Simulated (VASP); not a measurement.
# Rb (Im-3m) in VASP: further runs

Runs on Rb. Level: PBEsol. Tasks: single point.

All numbers are computed with VASP 6.6.1; they aren't measurements. Logs are shortened: lines on timing, memory, paths and dates and some standing lists are left out, and cuts for length are marked.

## 1. The cell of the first run

Symmetry: Im-3m, No. 229, cubic system. The conventional cell has a = 5.567 Å, b = 5.567 Å, c = 5.567 Å, α = 90.00°, β = 90.00°, γ = 90.00°.

## 2. Single point, PBEsol

INCAR

```
PREC = Accurate
ENCUT = 500
EDIFF = 1E-6
ISMEAR = -1
SIGMA = 0.05
LREAL = False
LASPH = True
NELM = 120
ALGO = Normal
ISIF = 2
LWAVE = False
LCHARG = True
GGA = PS
LELF = True
LVHAR = True
NBANDS = 10
GGA_COMPAT = False
```

KPOINTS

```
regular mesh
0
Gamma
  6 6 6
```

POSCAR

```
Rb
1.0
   -2.7836907084      2.7836907084      2.7836907084
    2.7836907084     -2.7836907084      2.7836907084
    2.7836907084      2.7836907084     -2.7836907084
Rb
1
Direct
    0.0000000000      0.0000000000      0.0000000000
```

Potentials or basis: VASP PAW PBE potentials, release 64 (Rb_sv).

Run with:

```console
cat potpaw_PBE.64/Rb_sv/POTCAR > POTCAR
mpirun -np 1 vasp_std > vasp.out
```

OUTCAR:

```text
PREC = Accurate
   ENCUT = 500
   EDIFF = 1E-6
   ISMEAR = -1
   LREAL = False
   LASPH = True
   NELM = 120
   ISIF = 2
   GGA = PS

 ion  position               nearest neighbor table
   1  0.000  0.000  0.000-

  LATTYP: Found a body centered cubic cell.
 ALAT       =     5.5673814168

  Lattice vectors:

 A1 = (  -2.7836907084,   2.7836907084,   2.7836907084)
 A2 = (   2.7836907084,  -2.7836907084,   2.7836907084)
 A3 = (   2.7836907084,   2.7836907084,  -2.7836907084)

Analysis of symmetry for initial positions (statically):
=====================================================================
 Subroutine PRICEL returns:
 Original cell was already a primitive cell.

 Routine SETGRP: Setting up the symmetry group for a
 body centered cubic supercell.

 Subroutine GETGRP returns: Found 48 space group operations
[... 9 lines left out ...]

 Routine SETGRP: Setting up the symmetry group for a
 body centered cubic supercell.

 Subroutine GETGRP returns: Found 48 space group operations
[... 11 lines left out ...]
                                     Primitive cell

  volume of cell :      86.2825

  direct lattice vectors                    reciprocal lattice vectors
    -2.783690708  2.783690708  2.783690708     0.000000000  0.179617656  0.179617656
     2.783690708 -2.783690708  2.783690708     0.179617656  0.000000000  0.179617656
     2.783690708  2.783690708 -2.783690708     0.179617656  0.179617656  0.000000000

  length of vectors
     4.821493740  4.821493740  4.821493740     0.254017725  0.254017725  0.254017725

  position of ions in fractional coordinates (direct lattice)
     0.000000000  0.000000000  0.000000000

  ion indices of the primitive-cell ions
   primitive index   ion index
                 1           1

----------------------------------------------------------------------------------------

 KPOINTS: regular mesh

Automatic generation of k-mesh.
 Grid dimensions read from file:
 generate k-points for:    6    6    6

 Generating k-lattice:

  Cartesian coordinates                     Fractional coordinates (reciprocal lattice)
     0.000000000  0.029936276  0.029936276     0.166666667  0.000000000  0.000000000
     0.029936276  0.000000000  0.029936276     0.000000000  0.166666667  0.000000000
     0.029936276  0.029936276  0.000000000     0.000000000  0.000000000  0.166666667

  Length of vectors
     0.042336288  0.042336288  0.042336288

  Shift w.r.t. Gamma in fractional coordinates (k-lattice)
     0.000000000  0.000000000  0.000000000

 Subroutine IBZKPT returns following result:
 ===========================================

 Found     16 irreducible k-points:

 Following reciprocal coordinates:
            Coordinates               Weight
  0.000000  0.000000  0.000000      1.000000
  0.166667  0.000000  0.000000     12.000000
  0.333333  0.000000  0.000000     12.000000
  0.500000  0.000000  0.000000      6.000000
  0.166667  0.166667  0.000000     24.000000
  0.333333  0.166667  0.000000     48.000000
[... 8 lines left out ...]
  0.500000  0.500000  0.333333     12.000000
  0.500000  0.500000  0.500000      1.000000
   k-points           NKPTS =     16   k-points in BZ     NKDIM =     16   number of bands    NBANDS=     10
   number of dos      NEDOS =    301   number of ions     NIONS =      1
   total plane-waves  NPLWV =  46656
   dimension x,y,z NGX =    36 NGY =   36 NGZ =   36
   dimension x,y,z NGXF=    72 NGYF=   72 NGZF=   72
   ions per type =               1
   NGX,Y,Z   is equivalent  to a cutoff of  12.41, 12.41, 12.41 a.u.
   NGXF,Y,Z  is equivalent  to a cutoff of  24.83, 24.83, 24.83 a.u.
 SYSTEM =  unknown system
   PREC   = accura    normal or accurate (medium, high low for compatibility)
   ISTART =      0    job   : 0-new  1-cont  2-samecut
   ICHARG =      2    charge: 1-file 2-atom 10-const
   ISPIN  =      1    spin polarized calculation?
   LNONCOLLINEAR =      F non collinear calculations
   LSORBIT =      F    spin-orbit coupling
   LASPH  =      T    aspherical Exc in radial PAW
   ENCUT  =  500.0 eV  36.75 Ry    6.06 a.u.   8.79  8.79  8.79*2*pi/ulx,y,z
   NELM   =    120;   NELMIN=  2; NELMDL= -5     # of ELM steps
   EDIFF  = 0.1E-05   stopping-criterion for ELM
   LREAL  =      F    real-space projection
   EDIFFG = 0.1E-04   stopping-criterion for IOM
   NSW    =      0    number of steps for IOM
   IBRION =     -1    ionic relax: 0-MD 1-quasi-New 2-CG
   NFREE  =      0    steps in history (QN), initial steepest desc. (CG)
   ISIF   =      2    stress and relaxation
   ISYM   =      2    0-nonsym 1-usesym 2-fastsym
   POTIM  = 0.5000    time-step for ionic-motion
   TEBEG  =    0.0;   TEEND  =   0.0 temperature during run
   PSTRESS=    0.0 pullay stress
   NELECT =       9.0000    total number of electrons
   NUPDOWN=      -1.0000    fix difference up-down
   EMIN   =  10.00;   EMAX   =-10.00  energy-range for DOS
   EFERMI =   0.00;   METHOD = LEGACY
   ISMEAR =    -1;   SIGMA  =   0.05  broadening in eV -4-tet -1-fermi 0-gaus
   EFERMI_NEDOS =   21; number of points for ismear=-14 and -15
   IALGO  =     38    algorithm
   IMIX   =      4    mixing-type and parameters
     AMIX     =   0.40;   BMIX     =  1.00
     AMIX_MAG =   1.60;   BMIX_MAG =  1.00
  volume/ion in A,a.u.               =      86.28       582.26
  Fermi-wavevector in a.u.,A,eV,Ry     =   0.770634  1.456287  8.080179  0.593876
  Thomas-Fermi vector in A             =   1.871880
   LORBIT       =      0    0 simple, 1 ext, 2 COOP (PROOUT), +10 PAW based schemes
   GGA     = PS    functional components
   LHFCALC =     F    Hartree Fock is set to
   AEXX    =    0.0000 exact exchange contribution
   IVDW    =     0    specifies the selected vdW correction
   LEPSILON=     F    determine dielectric tensor
   LRPA    =     F    only Hartree local field effects (RPA)
 non-spin polarized calculation
  energy-cutoff  :      500.00
  volume of cell :       86.28
 maximum number of plane-waves:      2214
   NGX = 17   NGY = 17   NGZ = 17

 number of electron       9.0000000 magnetization

 Free energy of the ion-electron system (eV)
  ---------------------------------------------------
  ext. energy  EPLUGINS =         0.00000000
  ---------------------------------------------------
  free energy    TOTEN  =        -1.01553345 eV

  energy without entropy =       -0.99973680  energy(sigma->0) =       -1.00763512

 E-fermi :   0.0778     XC(G=0):  -5.6548

 val. band max:       -0.1397121216   @ k =   0.1667   0.1667   0.1667
 cond. band min:       0.0904329572   @ k =   0.3333   0.1667   0.0000
 fundamental gap:      0.2301450787
 Fermi energy:         0.0777904233

 k-point     1 :       0.0000    0.0000    0.0000
  band No.  band energies     occupation
      1     -28.7622      2.00000
      2     -12.8034      2.00000
      3     -12.8034      2.00000
      4     -12.8034      2.00000
      5      -1.9820      2.00000
      6       3.7939      0.00000
      7       3.7939      0.00000
      8       3.7939      0.00000
      9       4.7793      0.00000
     10       4.7793      0.00000

 k-point     2 :       0.1667    0.0000    0.0000
  band No.  band energies     occupation
      1     -28.7608      2.00000
      2     -12.8331      2.00000
      3     -12.8131      2.00000
      4     -12.8034      2.00000
      5      -1.6426      2.00000
      6       3.1937      0.00000
      7       3.3989      0.00000
      8       4.1144      0.00000
      9       4.5040      0.00000
     10       4.6922      0.00000

 k-point     3 :       0.3333    0.0000    0.0000
  band No.  band energies     occupation
      1     -28.7581      2.00000
      2     -12.8911      2.00000
      3     -12.8323      2.00000
      4     -12.8035      2.00000
      5      -0.7203      2.00000
      6       1.9214      0.00000
      7       2.8643      0.00000
      8       4.6383      0.00000
      9       4.8052      0.00000
     10       5.0329      0.00000

 k-point     4 :       0.5000    0.0000    0.0000
  band No.  band energies     occupation
      1     -28.7567      2.00000
      2     -12.9195      2.00000
      3     -12.8419      2.00000
      4     -12.8035      2.00000
      5       0.2889      0.02889
      6       0.8848      0.00000
      7       2.6589      0.00000
      8       4.4399      0.00000
      9       5.3785      0.00000
     10       5.4254      0.00000

 k-point     5 :       0.1667    0.1667    0.0000
  band No.  band energies     occupation
      1     -28.7588      2.00000
      2     -12.8725      2.00000
      3     -12.8252      2.00000
      4     -12.8102      2.00000
      5      -1.0066      2.00000
      6       2.4438      0.00000
      7       2.7842      0.00000
      8       4.3701      0.00000
      9       4.5834      0.00000
     10       5.1638      0.00000

 k-point     6 :       0.3333    0.1667    0.0000
  band No.  band energies     occupation
      1     -28.7567      2.00000
      2     -12.9048      2.00000
      3     -12.8479      2.00000
      4     -12.8126      2.00000
      5       0.0904      0.87424
      6       1.3996      0.00000
      7       2.3450      0.00000
      8       4.2510      0.00000
      9       4.9604      0.00000
     10       5.4691      0.00000
[... 79 lines left out ...]
 k-point    13 :      -0.3333    0.5000    0.1667
  band No.  band energies     occupation
      1     -28.7551      2.00000
      2     -12.8967      2.00000
      3     -12.8708      2.00000
      4     -12.8331      2.00000
      5       0.5806      0.00009
      6       1.4944      0.00000
      7       2.1623      0.00000
      8       3.8527      0.00000
      9       4.2907      0.00000
     10       5.4734      0.00000

 k-point    14 :      -0.3333    0.3333    0.3333
  band No.  band energies     occupation
      1     -28.7546      2.00000
      2     -12.8798      2.00000
      3     -12.8645      2.00000
      4     -12.8645      2.00000
      5       0.3373      0.01108
      6       1.7921      0.00000
      7       3.1953      0.00000
      8       3.1953      0.00000
      9       3.6051      0.00000
     10       5.3344      0.00000

 k-point    15 :       0.5000    0.5000    0.3333
  band No.  band energies     occupation
      1     -28.7535      2.00000
      2     -12.8945      2.00000
      3     -12.8751      2.00000
      4     -12.8658      2.00000
      5       1.1427      0.00000
      6       1.2652      0.00000
      7       2.7257      0.00000
      8       3.2374      0.00000
      9       3.9426      0.00000
     10       5.8745      0.00000

 k-point    16 :       0.5000    0.5000    0.5000
  band No.  band energies     occupation
      1     -28.7524      2.00000
      2     -12.8861      2.00000
      3     -12.8861      2.00000
      4     -12.8861      2.00000
      5       1.2937      0.00000
      6       1.2937      0.00000
      7       3.4459      0.00000
      8       3.4459      0.00000
      9       3.4460      0.00000
     10       5.1561      0.00000

------------------------ aborting loop because EDIFF is reached ----------------------------------------

  FORCE on cell =-STRESS in cart. coord.  units (eV):
  Direction    XX          YY          ZZ          XY          YZ          ZX
  --------------------------------------------------------------------------------------
  -------------------------------------------------------------------------------------
  Total        0.0138269      0.0138269      0.0138269      0.0000000     -0.0000000      0.0000000
  in kB        0.2567504      0.2567504      0.2567504      0.0000000     -0.0000000      0.0000000
  external PRESSURE =       0.2567504 kB  Pullay stress =       0.0000000 kB

 VOLUME and BASIS-vectors are now :
 -----------------------------------------------------------------------------
  energy-cutoff  :      500.00
  volume of cell :       86.28
      direct lattice vectors                 reciprocal lattice vectors
    -2.783690708  2.783690708  2.783690708     0.000000000  0.179617656  0.179617656
     2.783690708 -2.783690708  2.783690708     0.179617656  0.000000000  0.179617656
     2.783690708  2.783690708 -2.783690708     0.179617656  0.179617656  0.000000000

 POSITION                                       TOTAL-FORCE (eV/Angst)
 -----------------------------------------------------------------------------------
      0.00000      0.00000      0.00000        -0.000000     -0.000000     -0.000000
 -----------------------------------------------------------------------------------
    total drift:                               -0.000000      0.000000      0.000000

  FREE ENERGIE OF THE ION-ELECTRON SYSTEM (eV)
  ---------------------------------------------------
  free  energy   TOTEN  =        -1.0155334501 eV

  energy  without entropy=       -0.9997367993  energy(sigma->0) =       -1.00763512
```

Wall time 18 s (1 thread of Intel Xeon 8259CL, shared host); peak memory 0.2 GiB.

Results:

```yaml
Free_energy: -1.0155 eV
Pressure: 0.0 GPa
```

Levels at points of the mesh, in eV from the Fermi level:
```csv
k point,band 1,band 2,band 3,band 4,band 5,band 6,band 7,band 8,band 9
"(0.00, 0.00, 0.00)",-28.84,-12.88,-12.88,-12.88,-2.06,3.72,3.72,3.72,4.70
"(0.50, 0.00, 0.00)",-28.83,-13.00,-12.92,-12.88,0.21,0.81,2.58,4.36,5.30
"(0.50, 0.50, 0.50)",-28.83,-12.96,-12.96,-12.96,1.22,1.22,3.37,3.37,3.37
```

Caveat: the PAW data sets were made with another functional, which shifts forces and pressure a little.

## 3. Single point, PBEsol

This run uses another cell than the first one, of 88.04 Å³/atom, 1.020 times its volume.

INCAR

```
  PREC = Accurate
  ENCUT = 500
  EDIFF = 1E-6
  ISMEAR = -1
  SIGMA = 0.05
  LREAL = False
  LASPH = True
  NELM = 120
  ALGO = Normal
  ISIF = 2
  LWAVE = False
  LCHARG = False
  GGA = PS
  NBANDS = 10
  GGA_COMPAT = False
```

KPOINTS

```
Automatic mesh
0
Gamma
  6 6 6
```

POSCAR

```
Rb
1.0
   -2.8025000000      2.8025000000      2.8025000000
    2.8025000000     -2.8025000000      2.8025000000
    2.8025000000      2.8025000000     -2.8025000000
Rb
1
Direct
    0.0000000000      0.0000000000      0.0000000000
```

Potentials or basis: VASP PAW PBE potentials, release 64 (Rb_sv).

Run with:

```console
cat potpaw_PBE.64/Rb_sv/POTCAR > POTCAR
mpirun -np 1 vasp_std > vasp.out
```

Wall time 17 s (1 thread of Intel Xeon 8259CL, shared host); peak memory 0.2 GiB.

The run converged. Its results:

```yaml
Free_energy: -1.0155 eV
Pressure: 0.0 GPa
```

Levels at points of the mesh, in eV from the Fermi level:
```csv
k point,band 1,band 2,band 3,band 4,band 5,band 6,band 7,band 8,band 9
"(0.00, 0.00, 0.00)",-28.85,-12.89,-12.89,-12.89,-2.03,3.70,3.70,3.70,4.67
"(0.50, 0.00, 0.00)",-28.85,-13.00,-12.93,-12.89,0.22,0.79,2.58,4.32,5.24
"(0.50, 0.50, 0.50)",-28.84,-12.97,-12.97,-12.97,1.23,1.23,3.31,3.31,3.31
```

Caveat: the PAW data sets were made with another functional, which shifts forces and pressure a little.
